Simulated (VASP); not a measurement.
Set up this calculation in VASP 6.6.1, as the native input.

```yaml
Task: single point
Functional: PBE
Potentials_or_basis: VASP PAW PBE potentials, release 64 (Li_sv, Sm_3), 4f in core
Cutoff: 750 eV
k_mesh: 12 × 12 × 14
Occupations: gaussian, width 0.1 eV
Spin: no spin polarisation
Dipole_correction: no
Further_INCAR_settings: ALGO = Normal; EDIFF = 1e-06; NBANDS = 16
```

The structure of Li2Sm lies in POSCAR:

```
Li2Sm
1.0
    5.1196817913      0.0000000000      0.0000000000
   -2.5598408956      4.4337744905      0.0000000000
    0.0000000000      0.0000000000      3.2646875657
Li Sm
2 1
Direct
    0.3333333333      0.6666666667      0.5000000000
    0.6666666667      0.3333333333      0.5000000000
    0.0000000000      0.0000000000      0.0000000000
```

The cell was generated, and may not be a known phase.

One way to write it, as run:

INCAR

```
SYSTEM = Li2Sm
PREC = Accurate ; ENCUT = 750
EDIFF = 1E-6 ; ISMEAR = 0
SIGMA = 0.1 ; LREAL = .FALSE.
LASPH = .TRUE. ; NELM = 200
ALGO = Normal ; ISIF = 2
LWAVE = .FALSE. ; LCHARG = .TRUE.
GGA = PE ; LELF = .TRUE.
LVHAR = .TRUE. ; NBANDS = 16
GGA_COMPAT = .FALSE. ; LMAXMIX = 6
```

KPOINTS

```
Automatic mesh
0
G
  12 12 14
  0 0 0
```

Potentials or basis: VASP PAW PBE potentials, release 64 (Li_sv, Sm_3), 4f in core.

Command:

```bash
$ cat potpaw_PBE.64/Li_sv/POTCAR potpaw_PBE.64/Sm_3/POTCAR > POTCAR
$ mpirun -np 1 vasp_std > vasp.out
```

It gave:

* Pressure: 0.1 GPa
* Band gap on the k mesh: zero (an odd number of electrons rules out a gap without spin polarisation)

Caveat: spin-orbit coupling is left out, which moves the levels of the heavy elements; the 4f electrons are frozen in the core, so they carry no moment and show no levels.

Wall time 2.8 min on 1 thread of AMD EPYC 9R45 96-Core Processor (Zen 5), with other jobs on the host, peak memory 0.44 GiB.
